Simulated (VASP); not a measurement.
# Al2Au (Fm-3m) in VASP: a series of runs

The runs below take Al2Au through single point, with LDA, PBEsol, PBE.

All numbers are computed with VASP 6.6.1; they aren't measurements. Logs are shortened: lines on timing, memory, paths and dates and some standing lists are left out, and cuts for length are marked.

### Step 1. The cell of the first run

The structure is cubic, space group Fm-3m (No. 225). Conventional cell: a = 5.957 Å, b = 5.957 Å, c = 5.957 Å, α = 90.00°, β = 90.00°, γ = 90.00°. Within 3.4 Å of Al (site symmetry -43m) lie 4 Au at 2.58 Å and 6 Al at 2.98 Å. Au (site symmetry m-3m) has 8 Al at 2.58 Å within 3.4 Å.

### Step 2. Single point, LDA

The input, INCAR:

```
PREC = Accurate
ENCUT = 520
EDIFF = 1E-7
ISMEAR = -1
SIGMA = 0.1
LREAL = False
LASPH = True
NELM = 80
ALGO = Normal
ISIF = 2
LWAVE = False
LCHARG = True
GGA = CA
LELF = True
LVHAR = True
NBANDS = 16
```

The input, KPOINTS:

```
regular mesh
0
Gamma
  9 9 9
```

The input, POSCAR:

```
Al2Au
1.0
    0.0000000000      2.9782970187      2.9782970187
    2.9782970187      0.0000000000      2.9782970187
    2.9782970187      2.9782970187      0.0000000000
Al Au
2 1
Direct
    0.2500000000      0.2500000000      0.2500000000
    0.7500000000      0.7500000000      0.7500000000
    0.0000000000      0.0000000000      0.0000000000
```

Potentials or basis: VASP PAW LDA potentials, release 64 (Al, Au).

Run with:

```bash
cat potpaw_LDA.64/Al/POTCAR potpaw_LDA.64/Au/POTCAR > POTCAR
mpirun -np 1 vasp_std > vasp.out
```

OUTCAR:

```text
PREC = Accurate
   ENCUT = 520
   EDIFF = 1E-7
   ISMEAR = -1
   LREAL = False
   LASPH = True
   NELM = 80
   ISIF = 2
   GGA = CA

 ion  position               nearest neighbor table
   1  0.250  0.250  0.250-   3 2.58   3 2.58   3 2.58   3 2.58   2 2.98   2 2.98   2 2.98   2 2.98
                             2 2.98   2 2.98
   2  0.750  0.750  0.750-   3 2.58   3 2.58   3 2.58   3 2.58   1 2.98   1 2.98   1 2.98   1 2.98
                             1 2.98   1 2.98
   3  0.000  0.000  0.000-   2 2.58   2 2.58   2 2.58   1 2.58   2 2.58   1 2.58   1 2.58   1 2.58

  LATTYP: Found a face centered cubic cell.
 ALAT       =     5.9565940374

  Lattice vectors:

 A1 = (   0.0000000000,   2.9782970187,   2.9782970187)
 A2 = (   2.9782970187,   0.0000000000,   2.9782970187)
 A3 = (   2.9782970187,   2.9782970187,   0.0000000000)

Analysis of symmetry for initial positions (statically):
=====================================================================
 Subroutine PRICEL returns:
 Original cell was already a primitive cell.

 Routine SETGRP: Setting up the symmetry group for a
 face centered cubic supercell.

 Subroutine GETGRP returns: Found 48 space group operations
 (whereof 48 operations were pure point group operations)
 out of a pool of 48 trial point group operations.

The static configuration has the point symmetry O_h .

Analysis of symmetry for dynamics (positions and initial velocities):
=====================================================================
 Subroutine PRICEL returns:
 Original cell was already a primitive cell.

 Routine SETGRP: Setting up the symmetry group for a
 face centered cubic supercell.

 Subroutine GETGRP returns: Found 48 space group operations
 (whereof 48 operations were pure point group operations)
 out of a pool of 48 trial point group operations.

The dynamic configuration has the point symmetry O_h .

 Subroutine INISYM returns: Found 48 space group operations
 (whereof 48 operations are pure point group operations),
 and found     1 'primitive' translations

----------------------------------------------------------------------------------------

                                     Primitive cell

  volume of cell :      52.8365

  direct lattice vectors                    reciprocal lattice vectors
     0.000000000  2.978297019  2.978297019    -0.167881174  0.167881174  0.167881174
     2.978297019  0.000000000  2.978297019     0.167881174 -0.167881174  0.167881174
     2.978297019  2.978297019  0.000000000     0.167881174  0.167881174 -0.167881174

  length of vectors
     4.211948037  4.211948037  4.211948037     0.290778723  0.290778723  0.290778723

  position of ions in fractional coordinates (direct lattice)
     0.250000000  0.250000000  0.250000000
     0.750000000  0.750000000  0.750000000
     0.000000000  0.000000000  0.000000000

  ion indices of the primitive-cell ions
   primitive index   ion index
                 1           1
                 2           2
                 3           3

----------------------------------------------------------------------------------------

 KPOINTS: regular mesh

Automatic generation of k-mesh.
 Grid dimensions read from file:
 generate k-points for:    9    9    9

 Generating k-lattice:

  Cartesian coordinates                     Fractional coordinates (reciprocal lattice)
    -0.018653464  0.018653464  0.018653464     0.111111111  0.000000000  0.000000000
     0.018653464 -0.018653464  0.018653464     0.000000000  0.111111111  0.000000000
     0.018653464  0.018653464 -0.018653464     0.000000000  0.000000000  0.111111111

  Length of vectors
     0.032308747  0.032308747  0.032308747

  Shift w.r.t. Gamma in fractional coordinates (k-lattice)
     0.000000000  0.000000000  0.000000000

 Subroutine IBZKPT returns following result:
 ===========================================

 Found     35 irreducible k-points:

 Following reciprocal coordinates:
            Coordinates               Weight
  0.000000  0.000000  0.000000      1.000000
  0.111111  0.000000  0.000000      8.000000
  0.222222  0.000000  0.000000      8.000000
  0.333333  0.000000  0.000000      8.000000
  0.444444  0.000000  0.000000      8.000000
  0.111111  0.111111  0.000000      6.000000
[... 16 lines left out ...]
 -0.333333  0.333333  0.000000     12.000000
  0.444444  0.444444  0.000000      6.000000
 [... further k-points ...]
   k-points           NKPTS =     35   k-points in BZ     NKDIM =     35   number of bands    NBANDS=     16
   number of dos      NEDOS =    301   number of ions     NIONS =      3
   total plane-waves  NPLWV =  32768
   dimension x,y,z NGX =    32 NGY =   32 NGZ =   32
   dimension x,y,z NGXF=    64 NGYF=   64 NGZF=   64
   ions per type =               2   1
   NGX,Y,Z   is equivalent  to a cutoff of  12.63, 12.63, 12.63 a.u.
   NGXF,Y,Z  is equivalent  to a cutoff of  25.26, 25.26, 25.26 a.u.
 SYSTEM =  unknown system
   PREC   = accura    normal or accurate (medium, high low for compatibility)
   ISTART =      0    job   : 0-new  1-cont  2-samecut
   ICHARG =      2    charge: 1-file 2-atom 10-const
   ISPIN  =      1    spin polarized calculation?
   LNONCOLLINEAR =      F non collinear calculations
   LSORBIT =      F    spin-orbit coupling
   LASPH  =      T    aspherical Exc in radial PAW
   ENCUT  =  520.0 eV  38.22 Ry    6.18 a.u.   7.83  7.83  7.83*2*pi/ulx,y,z
   NELM   =     80;   NELMIN=  2; NELMDL= -5     # of ELM steps
   EDIFF  = 0.1E-06   stopping-criterion for ELM
   LREAL  =      F    real-space projection
   EDIFFG = 0.1E-05   stopping-criterion for IOM
   NSW    =      0    number of steps for IOM
   IBRION =     -1    ionic relax: 0-MD 1-quasi-New 2-CG
   NFREE  =      0    steps in history (QN), initial steepest desc. (CG)
   ISIF   =      2    stress and relaxation
   ISYM   =      2    0-nonsym 1-usesym 2-fastsym
   POTIM  = 0.5000    time-step for ionic-motion
   TEBEG  =    0.0;   TEEND  =   0.0 temperature during run
   PSTRESS=    0.0 pullay stress
   NELECT =      17.0000    total number of electrons
   NUPDOWN=      -1.0000    fix difference up-down
   EMIN   =  10.00;   EMAX   =-10.00  energy-range for DOS
   EFERMI =   0.00;   METHOD = LEGACY
   ISMEAR =    -1;   SIGMA  =   0.10  broadening in eV -4-tet -1-fermi 0-gaus
   EFERMI_NEDOS =   21; number of points for ismear=-14 and -15
   IALGO  =     38    algorithm
   IMIX   =      4    mixing-type and parameters
     AMIX     =   0.40;   BMIX     =  1.00
     AMIX_MAG =   1.60;   BMIX_MAG =  1.00
  volume/ion in A,a.u.               =      17.61       118.85
  Fermi-wavevector in a.u.,A,eV,Ry     =   1.121794  2.119883 17.121869  1.258422
  Thomas-Fermi vector in A             =   2.258450
   LORBIT       =      0    0 simple, 1 ext, 2 COOP (PROOUT), +10 PAW based schemes
   GGA     = CA    functional components
   LHFCALC =     F    Hartree Fock is set to
   AEXX    =    0.0000 exact exchange contribution
   IVDW    =     0    specifies the selected vdW correction
   LEPSILON=     F    determine dielectric tensor
   LRPA    =     F    only Hartree local field effects (RPA)
 non-spin polarized calculation
  energy-cutoff  :      520.00
  volume of cell :       52.84
 maximum number of plane-waves:      1434
   NGX = 15   NGY = 15   NGZ = 15

 number of electron      17.0000000 magnetization

 Free energy of the ion-electron system (eV)
  ---------------------------------------------------
  ext. energy  EPLUGINS =         0.00000000
  ---------------------------------------------------
  free energy    TOTEN  =       -14.30407857 eV

  energy without entropy =      -14.27108277  energy(sigma->0) =      -14.28758067

 E-fermi :   7.8621     XC(G=0): -10.8103

 val. band max:        7.8103980080   @ k =  -0.3333   0.2222   0.0000
 cond. band min:       7.8994167108   @ k =   0.4444   0.2222   0.1111
 fundamental gap:      0.0890187027
 Fermi energy:         7.8621439314

 k-point     1 :       0.0000    0.0000    0.0000
  band No.  band energies     occupation
      1      -2.8534      2.00000
      2       1.1037      2.00000
      3       1.1037      2.00000
      4       1.1037      2.00000
      5       2.0933      2.00000
      6       2.0933      2.00000
[... 8 lines left out ...]
     15      13.6107      0.00000
     16      13.6107      0.00000

 k-point     2 :       0.1111    0.0000    0.0000
  band No.  band energies     occupation
      1      -2.6892      2.00000
      2       1.0514      2.00000
      3       1.1449      2.00000
      4       1.1449      2.00000
      5       2.0848      2.00000
      6       2.0848      2.00000
[... 8 lines left out ...]
     15      13.2638      0.00000
     16      13.2993      0.00000

 k-point     3 :       0.2222    0.0000    0.0000
  band No.  band energies     occupation
      1      -2.2145      2.00000
      2       0.9401      2.00000
      3       1.2397      2.00000
      4       1.2397      2.00000
      5       2.0838      2.00000
      6       2.0838      2.00000
[... 8 lines left out ...]
     15      13.9131      0.00000
     16      14.1111      0.00000

 k-point     4 :       0.3333    0.0000    0.0000
  band No.  band energies     occupation
      1      -1.5143      2.00000
      2       0.8975      2.00000
      3       1.3192      2.00000
      4       1.3192      2.00000
      5       2.1333      2.00000
      6       2.1333      2.00000
[... 8 lines left out ...]
     15      15.2674      0.00000
     16      15.3905      0.00000
[... 324 lines left out ...]
 k-point    22 :      -0.4444    0.3333    0.0000
  band No.  band energies     occupation
      1       0.2514      2.00000
      2       0.7057      2.00000
      3       1.2518      2.00000
      4       1.7954      2.00000
      5       2.2503      2.00000
      6       2.3024      2.00000
[... 8 lines left out ...]
     15      17.2425      0.00000
     16      17.9447      0.00000

 k-point    23 :      -0.3333    0.3333    0.0000
  band No.  band energies     occupation
      1       0.0895      2.00000
      2       0.8134      2.00000
      3       1.4117      2.00000
      4       1.7369      2.00000
      5       1.9485      2.00000
      6       2.0998      2.00000
[... 8 lines left out ...]
     15      16.1142      0.00000
     16      17.6169      0.00000

 k-point    24 :       0.4444    0.4444    0.0000
  band No.  band energies     occupation
      1       0.3067      2.00000
      2       0.4137      2.00000
      3       1.5540      2.00000
      4       1.8934      2.00000
      5       1.8934      2.00000
      6       2.3999      2.00000
[... 8 lines left out ...]
     15      17.8655      0.00000
     16      18.8358      0.00000

 [... further k-points ...]
[... 5 lines left out ...]
  --------------------------------------------------------------------------------------
  -------------------------------------------------------------------------------------
  Total        0.0693587      0.0693587      0.0693587      0.0000000      0.0000000     -0.0000000
  in kB        2.1031839      2.1031839      2.1031839      0.0000000      0.0000000     -0.0000000
  external PRESSURE =       2.1031839 kB  Pullay stress =       0.0000000 kB

 VOLUME and BASIS-vectors are now :
 -----------------------------------------------------------------------------
  energy-cutoff  :      520.00
  volume of cell :       52.84
      direct lattice vectors                 reciprocal lattice vectors
     0.000000000  2.978297019  2.978297019    -0.167881174  0.167881174  0.167881174
     2.978297019  0.000000000  2.978297019     0.167881174 -0.167881174  0.167881174
     2.978297019  2.978297019  0.000000000     0.167881174  0.167881174 -0.167881174

 POSITION                                       TOTAL-FORCE (eV/Angst)
 -----------------------------------------------------------------------------------
      1.48915      1.48915      1.48915         0.000000      0.000000      0.000000
      4.46745      4.46745      4.46745         0.000000     -0.000000     -0.000000
      0.00000      0.00000      0.00000        -0.000000      0.000000     -0.000000
 -----------------------------------------------------------------------------------
    total drift:                                0.000000     -0.000000      0.000000

  FREE ENERGIE OF THE ION-ELECTRON SYSTEM (eV)
  ---------------------------------------------------
  free  energy   TOTEN  =       -14.3040785681 eV

  energy  without entropy=      -14.2710827697  energy(sigma->0) =      -14.28758067
```

It took 17 s on 1 thread of Intel Xeon Platinum 8259CL at 2.50GHz (Skylake/Cascade Lake), shared host; peak memory 0.17 GiB.

What came out:

```yaml
Free_energy: -14.3041 eV
Pressure: 0.2 GPa
```

Caveat: spin-orbit coupling is left out, which moves the levels of the heavy elements.

(Part 1 of 2 ends here.)
